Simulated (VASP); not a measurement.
Set up this calculation in VASP 6.6.1, as the native input.

```
Task                   : single point
Functional             : r2SCAN
Potentials or basis    : VASP PAW PBE potentials, release 64 (Ge_d)
Cutoff                 : 520 eV
k mesh                 : 12 × 12 × 12
Occupations            : gaussian, width 0.05 eV
Spin                   : no spin polarisation
Dipole correction      : no
Further INCAR settings : ALGO = Normal; EDIFF = 1e-07; NBANDS = 21
```

Crystal: Ge.

```
Ge
1.0
     0.00000    2.83675    2.83675
     2.83675    0.00000    2.83675
     2.83675    2.83675    0.00000
Ge
2
Direct
  0.50000 0.50000 0.50000
  0.75000 0.75000 0.75000
```

The input as run:

POSCAR

```
Ge
1.0
    0.0000000000      2.8367484092      2.8367484092
    2.8367484092      0.0000000000      2.8367484092
    2.8367484092      2.8367484092      0.0000000000
Ge
2
Direct
    0.5000000000      0.5000000000      0.5000000000
    0.7500000000      0.7500000000      0.7500000000
```

INCAR.step1

```
SYSTEM = Ge
PREC = Accurate
ENCUT = 520
ISMEAR = 0
SIGMA = 0.05
LREAL = .FALSE.
LASPH = .TRUE.
NELM = 100
NBANDS = 21
GGA = PE
ALGO = Normal
EDIFF = 1E-4
LWAVE = .TRUE.
LCHARG = .FALSE.
```

INCAR.step2

```
SYSTEM = Ge
PREC = Accurate
ENCUT = 520
EDIFF = 1E-7
ISMEAR = 0
SIGMA = 0.05
LREAL = .FALSE.
LASPH = .TRUE.
NELM = 100
ALGO = Normal
ISIF = 2
LWAVE = .FALSE.
LCHARG = .FALSE.
METAGGA = R2SCAN
LMIXTAU = .TRUE.
NBANDS = 21
ISTART = 1
```

KPOINTS

```
Automatic mesh
0
G
  12 12 12
  0 0 0
```

Potentials or basis: VASP PAW PBE potentials, release 64 (Ge_d).

Launch:

```console
$ cat potpaw_PBE.64/Ge_d/POTCAR > POTCAR
$ cp INCAR.step1 INCAR
$ mpirun -np 1 vasp_std > vasp.out
$ cp INCAR.step2 INCAR
$ mpirun -np 1 vasp_std > vasp.out
```

Results of the run:

```yaml
Pressure: 0.1 GPa
Band_gap_on_the_k_mesh: 0.32 eV, direct
```

Caveat: the PAW data sets were made with another functional, which shifts forces and pressure a little.

It took 3.8 min on 1 thread of AMD EPYC 9R45 (Zen 5), on a shared host, peak memory 0.17 GiB.
